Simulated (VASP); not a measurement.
# Be (P6_3/mmc) in VASP: notebook

The runs below take Be through single point, with PBEsol+D3(BJ), PBEsol.

Everything below comes from runs of VASP 6.6.1. Logs are shortened: lines on timing, memory, paths and dates and some standing lists are left out, and cuts for length are marked.

**1. The cell of the first run**

The structure is hexagonal, space group P6_3/mmc (No. 194). Conventional cell: a = 2.285 Å, b = 2.285 Å, c = 3.584 Å, α = 90.00°, β = 90.00°, γ = 120.00°. Be (site symmetry -6m2) has 12 Be at 2.23 to 2.29 Å within 2.9 Å.

**2. Single point, PBEsol+D3(BJ)**

INCAR

```
SYSTEM = Be
PREC = Accurate ; ENCUT = 600
EDIFF = 1E-6 ; ISMEAR = -1
SIGMA = 0.1 ; LREAL = .FALSE.
LASPH = .TRUE. ; NELM = 120
ALGO = Normal ; ISIF = 2
LWAVE = .FALSE. ; LCHARG = .FALSE.
GGA = PS ; IVDW = 12
NBANDS = 9 ; GGA_COMPAT = .FALSE.
```

KPOINTS

```
regular mesh
0
G
  9 9 5
  0 0 0
```

POSCAR

```
Be
1.0
    2.2853000000      0.0000000000      0.0000000000
   -1.1426500000      1.9791278600      0.0000000000
    0.0000000000      0.0000000000      3.5842000000
Be
2
Direct
    0.3333333300      0.6666666700      0.2500000000
    0.6666666700      0.3333333300      0.7500000000
```

Potentials or basis: VASP PAW PBE potentials, release 64 (Be).

The run is started by

```bash
> cat potpaw_PBE.64/Be/POTCAR > POTCAR
> mpirun -np 1 vasp_std > vasp.out
```

OUTCAR:

```text
SYSTEM = Be
   PREC = Accurate
   ENCUT = 600
   EDIFF = 1E-6
   ISMEAR = -1
   LREAL = .FALSE.
   LASPH = .TRUE.
   NELM = 120
   ISIF = 2
   GGA = PS
   IVDW = 12
 IVDW          = 12

 ion  position               nearest neighbor table
   1  0.333  0.667  0.250-   2 2.23   2 2.23   2 2.23   2 2.23   2 2.23   2 2.23
   2  0.667  0.333  0.750-   1 2.23   1 2.23   1 2.23   1 2.23   1 2.23   1 2.23

  LATTYP: Found a hexagonal cell.
 ALAT       =     2.2853000000
 C/A-ratio  =     1.5683717674

  Lattice vectors:

 A1 = (   2.2853000000,   0.0000000000,   0.0000000000)
 A2 = (  -1.1426500000,   1.9791278600,   0.0000000000)
 A3 = (   0.0000000000,   0.0000000000,   3.5842000000)

Analysis of symmetry for initial positions (statically):
=====================================================================
 Subroutine PRICEL returns:
 Original cell was already a primitive cell.

 Routine SETGRP: Setting up the symmetry group for a
 hexagonal supercell.

 Subroutine GETGRP returns: Found 24 space group operations
 (whereof 12 operations were pure point group operations)
 out of a pool of 24 trial point group operations.

The static configuration has the point symmetry D_3d.
 The point group associated with its full space group is D_6h.

Analysis of symmetry for dynamics (positions and initial velocities):
=====================================================================
 Subroutine PRICEL returns:
 Original cell was already a primitive cell.

 Routine SETGRP: Setting up the symmetry group for a
 hexagonal supercell.

 Subroutine GETGRP returns: Found 24 space group operations
 (whereof 12 operations were pure point group operations)
 out of a pool of 24 trial point group operations.

The dynamic configuration has the point symmetry D_3d.
 The point group associated with its full space group is D_6h.

 Subroutine INISYM returns: Found 24 space group operations
 (whereof 12 operations are pure point group operations),
 and found     1 'primitive' translations

----------------------------------------------------------------------------------------

                                     Primitive cell

  volume of cell :      16.2110

  direct lattice vectors                    reciprocal lattice vectors
     2.285300000  0.000000000  0.000000000     0.437579311  0.252636533  0.000000000
    -1.142650000  1.979127860  0.000000000     0.000000000  0.505273065  0.000000000
     0.000000000  0.000000000  3.584200000     0.000000000  0.000000000  0.279002288

  length of vectors
     2.285300000  2.285300004  3.584200000     0.505273066  0.505273065  0.279002288

  position of ions in fractional coordinates (direct lattice)
     0.333333330  0.666666670  0.250000000
     0.666666670  0.333333330  0.750000000

  ion indices of the primitive-cell ions
   primitive index   ion index
                 1           1
                 2           2

----------------------------------------------------------------------------------------

 KPOINTS: regular mesh

Automatic generation of k-mesh.
 Grid dimensions read from file:
 generate k-points for:    9    9    5

 Generating k-lattice:

  Cartesian coordinates                     Fractional coordinates (reciprocal lattice)
     0.048619923  0.028070726  0.000000000     0.111111111  0.000000000  0.000000000
     0.000000000  0.056141452  0.000000000     0.000000000  0.111111111  0.000000000
     0.000000000  0.000000000  0.055800458     0.000000000  0.000000000  0.200000000

  Length of vectors
     0.056141452  0.056141452  0.055800458

  Shift w.r.t. Gamma in fractional coordinates (k-lattice)
     0.000000000  0.000000000  0.000000000

 Subroutine IBZKPT returns following result:
 ===========================================

 Found     36 irreducible k-points:

 Following reciprocal coordinates:
            Coordinates               Weight
  0.000000  0.000000  0.000000      1.000000
  0.111111 -0.000000  0.000000      6.000000
  0.222222 -0.000000  0.000000      6.000000
  0.333333 -0.000000  0.000000      6.000000
  0.444444 -0.000000  0.000000      6.000000
  0.111111  0.111111  0.000000      6.000000
[... 16 lines left out ...]
  0.333333  0.222222  0.200000     24.000000
  0.333333  0.333333  0.200000      4.000000
 [... further k-points ...]
   k-points           NKPTS =     36   k-points in BZ     NKDIM =     36   number of bands    NBANDS=      9
   number of dos      NEDOS =    301   number of ions     NIONS =      2
   total plane-waves  NPLWV =   9720
   dimension x,y,z NGX =    18 NGY =   18 NGZ =   30
   dimension x,y,z NGXF=    36 NGYF=   36 NGZF=   60
   ions per type =               2
   NGX,Y,Z   is equivalent  to a cutoff of  13.09, 13.09, 13.91 a.u.
   NGXF,Y,Z  is equivalent  to a cutoff of  26.19, 26.19, 27.83 a.u.
 SYSTEM =  Be
   PREC   = accura    normal or accurate (medium, high low for compatibility)
   ISTART =      0    job   : 0-new  1-cont  2-samecut
   ICHARG =      2    charge: 1-file 2-atom 10-const
   ISPIN  =      1    spin polarized calculation?
   LNONCOLLINEAR =      F non collinear calculations
   LSORBIT =      F    spin-orbit coupling
   LASPH  =      T    aspherical Exc in radial PAW
   ENCUT  =  600.0 eV  44.10 Ry    6.64 a.u.   4.56  4.56  7.16*2*pi/ulx,y,z
   NELM   =    120;   NELMIN=  2; NELMDL= -5     # of ELM steps
   EDIFF  = 0.1E-05   stopping-criterion for ELM
   LREAL  =      F    real-space projection
   EDIFFG = 0.1E-04   stopping-criterion for IOM
   NSW    =      0    number of steps for IOM
   IBRION =     -1    ionic relax: 0-MD 1-quasi-New 2-CG
   NFREE  =      0    steps in history (QN), initial steepest desc. (CG)
   ISIF   =      2    stress and relaxation
   ISYM   =      2    0-nonsym 1-usesym 2-fastsym
   POTIM  = 0.5000    time-step for ionic-motion
   TEBEG  =    0.0;   TEEND  =   0.0 temperature during run
   PSTRESS=    0.0 pullay stress
   NELECT =       4.0000    total number of electrons
   NUPDOWN=      -1.0000    fix difference up-down
   EMIN   =  10.00;   EMAX   =-10.00  energy-range for DOS
   EFERMI =   0.00;   METHOD = LEGACY
   ISMEAR =    -1;   SIGMA  =   0.10  broadening in eV -4-tet -1-fermi 0-gaus
   EFERMI_NEDOS =   21; number of points for ismear=-14 and -15
   IALGO  =     38    algorithm
   IMIX   =      4    mixing-type and parameters
     AMIX     =   0.40;   BMIX     =  1.00
     AMIX_MAG =   1.60;   BMIX_MAG =  1.00
  volume/ion in A,a.u.               =       8.11        54.70
  Fermi-wavevector in a.u.,A,eV,Ry     =   1.026814  1.940397 14.345258  1.054347
  Thomas-Fermi vector in A             =   2.160726
   LORBIT       =      0    0 simple, 1 ext, 2 COOP (PROOUT), +10 PAW based schemes
   GGA     = PS    functional components
   LHFCALC =     F    Hartree Fock is set to
   AEXX    =    0.0000 exact exchange contribution
   IVDW    =    12    specifies the selected vdW correction
   LEPSILON=     F    determine dielectric tensor
   LRPA    =     F    only Hartree local field effects (RPA)
 non-spin polarized calculation
  energy-cutoff  :      600.00
  volume of cell :       16.21
 maximum number of plane-waves:       554
   NGX =  9   NGY =  9   NGZ = 15

 number of electron       4.0000000 magnetization

 Free energy of the ion-electron system (eV)
  ---------------------------------------------------
  ext. energy  EPLUGINS =         0.00000000
  ---------------------------------------------------
  free energy    TOTEN  =        -8.00397511 eV

  energy without entropy =       -7.99972726  energy(sigma->0) =       -8.00185118

 E-fermi :   6.5529     XC(G=0): -10.5267

 val. band max:        6.5320090374   @ k =   0.3333  -0.0000   0.0000
 cond. band min:       7.2810934798   @ k =   0.3333  -0.0000   0.0000
 fundamental gap:      0.7490844424
 Fermi energy:         6.5529359053

 k-point     1 :       0.0000    0.0000    0.0000
  band No.  band energies     occupation
      1      -4.3938      2.00000
      2       2.4797      2.00000
      3       7.9236      0.00000
      4      22.4187      0.00000
      5      22.4187      0.00000
      6      25.2366      0.00000
      7      25.2366      0.00000
      8      27.4120      0.00000
      9      33.4490      0.00000

 k-point     2 :       0.1111   -0.0000    0.0000
  band No.  band energies     occupation
      1      -4.0438      2.00000
      2       2.9356      2.00000
      3       8.0248      0.00000
      4      19.9342      0.00000
      5      20.7824      0.00000
      6      25.1920      0.00000
      7      25.8221      0.00000
      8      26.6515      0.00000
      9      29.9017      0.00000

 k-point     3 :       0.2222   -0.0000    0.0000
  band No.  band energies     occupation
      1      -2.9927      2.00000
      2       4.2968      2.00000
      3       8.1699      0.00000
      4      15.6440      0.00000
      5      18.5593      0.00000
      6      23.5582      0.00000
      7      23.8703      0.00000
      8      25.2491      0.00000
      9      26.5033      0.00000

 k-point     4 :       0.3333   -0.0000    0.0000
  band No.  band energies     occupation
      1      -1.2495      2.00000
      2       6.5320      1.10425
      3       7.2811      0.00138
      4      12.9759      0.00000
      5      16.9248      0.00000
      6      18.8033      0.00000
      7      20.2234      0.00000
      8      24.1909      0.00000
      9      26.0171      0.00000

 k-point     5 :       0.4444   -0.0000    0.0000
  band No.  band energies     occupation
      1       1.0604      2.00000
      2       4.5935      2.00000
      3       9.4379      0.00000
      4      13.2041      0.00000
      5      14.3679      0.00000
      6      16.0811      0.00000
      7      17.2971      0.00000
      8      23.5379      0.00000
      9      26.0082      0.00000

 k-point     6 :       0.1111    0.1111    0.0000
  band No.  band energies     occupation
      1      -3.3425      2.00000
      2       3.8444      2.00000
      3       8.1859      0.00000
      4      17.2399      0.00000
      5      18.1541      0.00000
      6      24.8769      0.00000
      7      24.8807      0.00000
      8      25.0433      0.00000
      9      29.2431      0.00000
[... 169 lines left out ...]
 k-point    21 :       0.4444    0.1111    0.2000
  band No.  band energies     occupation
      1       2.4790      2.00000
      2       3.9640      2.00000
      3       9.5496      0.00000
      4      10.4671      0.00000
      5      13.8814      0.00000
      6      16.7975      0.00000
      7      19.8973      0.00000
      8      21.1731      0.00000
      9      27.2594      0.00000

 k-point    22 :       0.2222    0.2222    0.2000
  band No.  band energies     occupation
      1       0.1615      2.00000
      2       5.1240      2.00000
      3      10.4271      0.00000
      4      10.8575      0.00000
      5      14.0281      0.00000
      6      17.4936      0.00000
      7      19.9164      0.00000
      8      22.9176      0.00000
      9      26.2465      0.00000

 k-point    23 :       0.3333    0.2222    0.2000
  band No.  band energies     occupation
      1       2.5398      2.00000
      2       5.5286      1.99993
      3       8.2236      0.00000
      4      10.8761      0.00000
      5      12.6196      0.00000
      6      15.5499      0.00000
      7      20.0803      0.00000
      8      21.4746      0.00000
      9      24.3387      0.00000

 k-point    24 :       0.3333    0.3333    0.2000
  band No.  band energies     occupation
      1       4.8048      2.00000
      2       5.7493      1.99935
      3       5.7493      1.99935
      4      11.2826      0.00000
      5      13.2065      0.00000
      6      13.2065      0.00000
      7      21.2349      0.00000
      8      21.2349      0.00000
      9      21.9773      0.00000

 [... further k-points ...]

------------------------ aborting loop because EDIFF is reached ----------------------------------------

 Edisp (eV)   -0.52814

 E8    (eV) :    -0.2956

  FORCE on cell =-STRESS in cart. coord.  units (eV):
  Direction    XX          YY          ZZ          XY          YZ          ZX
  --------------------------------------------------------------------------------------
  -------------------------------------------------------------------------------------
  Total      -0.82546    -0.82546    -1.05703     0.00000    -0.00000     0.00000
  in kB     -81.58206   -81.58206  -104.46903     0.00000    -0.00000     0.00000
  external pressure =      -89.21 kB  Pullay stress =        0.00 kB

 VOLUME and BASIS-vectors are now :
 -----------------------------------------------------------------------------
  energy-cutoff  :      600.00
  volume of cell :       16.21
      direct lattice vectors                 reciprocal lattice vectors
     2.285300000  0.000000000  0.000000000     0.437579311  0.252636533  0.000000000
    -1.142650000  1.979127860  0.000000000     0.000000000  0.505273065  0.000000000
     0.000000000  0.000000000  3.584200000     0.000000000  0.000000000  0.279002288

 POSITION                                       TOTAL-FORCE (eV/Angst)
 -----------------------------------------------------------------------------------
     -0.00000      1.31942      0.89605         0.000000      0.000000      0.000000
      1.14265      0.65971      2.68815        -0.000000     -0.000000      0.000000
 -----------------------------------------------------------------------------------
    total drift:                                0.000000     -0.000000      0.000000

  FREE ENERGIE OF THE ION-ELECTRON SYSTEM (eV)
  ---------------------------------------------------
  free  energy   TOTEN  =        -8.5321165261 eV

  energy  without entropy=       -8.5278686693  energy(sigma->0) =       -8.52999260
```

Wall time 6.4 s (1 thread of Intel Xeon Platinum 8259CL at 2.50GHz (Skylake/Cascade Lake), shared host); peak memory 0.13 GiB.

Results:

```
Free energy                : -8.5321 eV
Pressure                   : -8.9 GPa
Band gap on the k mesh     : zero (bands 2 and 3 overlap by 2.11 eV)
Dispersion energy per atom : -0.264 eV
```

Stress tensor (GPa, compression positive):
```
 -8.16   0.00   0.00
  0.00  -8.16   0.00
  0.00   0.00 -10.45
```

Levels at points of the mesh, in eV from the Fermi level:
```tsv
k point	band 1	band 2	band 3	band 4	band 5	band 6
(0.00, 0.00, 0.00)	-10.95	-4.07	1.37	15.87	15.87	18.68
```

Caveat: the cell stands under tension; the PAW data sets were made with another functional, which shifts forces and pressure a little.

**3. Single point, PBEsol**

INCAR

```
SYSTEM = Be
  PREC = Accurate
  ENCUT = 600
  EDIFF = 1E-6
  ISMEAR = -1
  SIGMA = 0.1
  LREAL = .False.
  LASPH = .True.
  NELM = 120
  ALGO = Normal
  ISIF = 2
  LWAVE = .False.
  LCHARG = .True.
  GGA = PS
  LELF = .True.
  LVHAR = .True.
  NBANDS = 9
  GGA_COMPAT = .False.
```

KPOINTS

```
regular mesh
0
Gamma
  9 9 5
  0 0 0
```

POSCAR is that of step 2.

Potentials or basis: VASP PAW PBE potentials, release 64 (Be).

The run is started by

```bash
> cat potpaw_PBE.64/Be/POTCAR > POTCAR
> mpirun -np 1 vasp_std > vasp.out
```

Run time: 6.8 s. Hardware: 1 thread of Intel Xeon Platinum 8259CL at 2.50GHz (Skylake/Cascade Lake), shared host; peak memory 0.12 GiB.

Results (log left out):

```yaml
Free_energy: -8.0040 eV
Pressure: -3.7 GPa
Band_gap_on_the_k_mesh: zero (bands 2 and 3 overlap by 2.11 eV)
```

Stress tensor (GPa, compression positive):
```
-2.90  0.00  0.00
 0.00 -2.90  0.00
 0.00  0.00 -5.20
```

Levels at points of the mesh, in eV from the Fermi level:
```csv
k point,band 1,band 2,band 3,band 4,band 5,band 6
"(0.00, 0.00, 0.00)",-10.95,-4.07,1.37,15.87,15.87,18.68
```

Caveat: the cell stands under tension; the PAW data sets were made with another functional, which shifts forces and pressure a little.
